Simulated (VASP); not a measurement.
Zn4S:

```
Zn S
1.0
     4.25019    0.00000    0.00000
     0.00000    4.25019    0.00000
     0.00000    0.00000    4.25019
Zn S
4 1
Direct
  0.50000 0.50000 0.50000
  0.00000 0.50000 0.50000
  0.50000 0.00000 0.50000
  0.50000 0.50000 0.00000
  0.00000 0.00000 0.00000
```

| Property | Result |
| --- | --- |
| Program | VASP 6.6.1 |
| Task | relaxation of cell and atoms |
| Functional | PBE |
| Potentials or basis | VASP PAW PBE potentials, release 64 (Zn, S) |
| Cutoff | 600 eV |
| k mesh | 4 × 4 × 4 |
| Occupations | gaussian, width 0.1 eV |
| Spin | no spin polarisation |

At the start: pressure 29.7 GPa; volume 15.36 Å³/atom.

Task: Where does the relaxation end?

Result: Over 3 steps the energy falls by 391.0 meV/atom and the volume is 20.90 Å³/atom (+36.1 %); space group Pm-3m (No. 221, to 0.05 Å).

The path:
| step | energy change (eV) | largest force (eV/Å) | pressure (GPa) | volume (Å³) |
| --- | --- | --- | --- | --- |
| 1 | 0.0000 | 0.0000 | 29.66 | 76.78 |
| 2 | -1.8920 | 0.0000 | -2.40 | 112.89 |
| 3 | -1.9548 | 0.0000 | 0.23 | 104.51 |

Final structure:
```
Zn S
1.0
     4.71035    0.00000    0.00000
     0.00000    4.71035    0.00000
     0.00000    0.00000    4.71035
Zn S
4 1
Direct
  0.50000 0.50000 0.50000
  0.00000 0.50000 0.50000
  0.50000 0.00000 0.50000
  0.50000 0.50000 0.00000
  0.00000 0.00000 0.00000
```

Caveat: the k points lie up to 0.33 Å⁻¹ apart in the final cell; the volume moved by over 15 % at a fixed basis, so the end points are rough.
